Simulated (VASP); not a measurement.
The system is Rb.

```
Rb
1.0
     7.06000    0.00000    0.00000
    -3.53000    6.11414    0.00000
     0.00000    0.00000    6.01810
Rb
3
Direct
  0.33333 0.66667 0.50000
  0.00000 0.00000 0.00000
  0.66667 0.33333 0.50000
```

```yaml
Program: VASP 6.6.1
Task: relaxation of cell and atoms
Functional: PBE
Potentials_or_basis: VASP PAW PBE potentials, release 64 (Rb_sv)
Cutoff: 600 eV
k_mesh: 9 × 9 × 8
Occupations: gaussian, width 0.1 eV
Spin: no spin polarisation
```

At the start: pressure 0.4 GPa; volume 86.59 Å³/atom.

How do energy, volume and symmetry change on relaxing?

Over 12 steps the energy falls by 85.1 meV/atom and the volume is 91.85 Å³/atom (+6.1 %); space group P6/mmm (No. 191, to 0.05 Å).

Step by step:
| step | energy change (eV) | largest force (eV/Å) | pressure (GPa) | volume (Å³) |
| --- | --- | --- | --- | --- |
| 1 | 0.0000 | 0.0000 | 0.39 | 259.78 |
| 2 | -0.0446 | 0.0000 | 0.26 | 267.61 |
| 3 | -0.1358 | 0.0000 | -0.03 | 291.27 |
| 4 | -0.1548 | 0.0000 | -0.37 | 338.85 |
| 5 | -0.1702 | 0.0000 | -0.26 | 318.34 |
| 6 | -0.2080 | 0.0000 | -0.22 | 309.40 |
| 7 | -0.2369 | 0.0000 | -0.18 | 299.37 |
| 8 | -0.2367 | 0.0000 | -0.02 | 277.71 |
| 9 | -0.2484 | 0.0000 | -0.13 | 290.25 |
| 10 | -0.2488 | 0.0000 | -0.12 | 288.46 |
| 11 | -0.2544 | 0.0000 | -0.04 | 279.74 |
| 12 | -0.2552 | 0.0000 | 0.00 | 275.56 |

Final structure:
```
Rb
1.0
     8.09548    0.00000    0.00000
    -4.04774    7.01089    0.00000
     0.00000    0.00000    4.85512
Rb
3
Direct
  0.33333 0.66667 0.50000
  0.00000 0.00000 0.00000
  0.66667 0.33333 0.50000
```
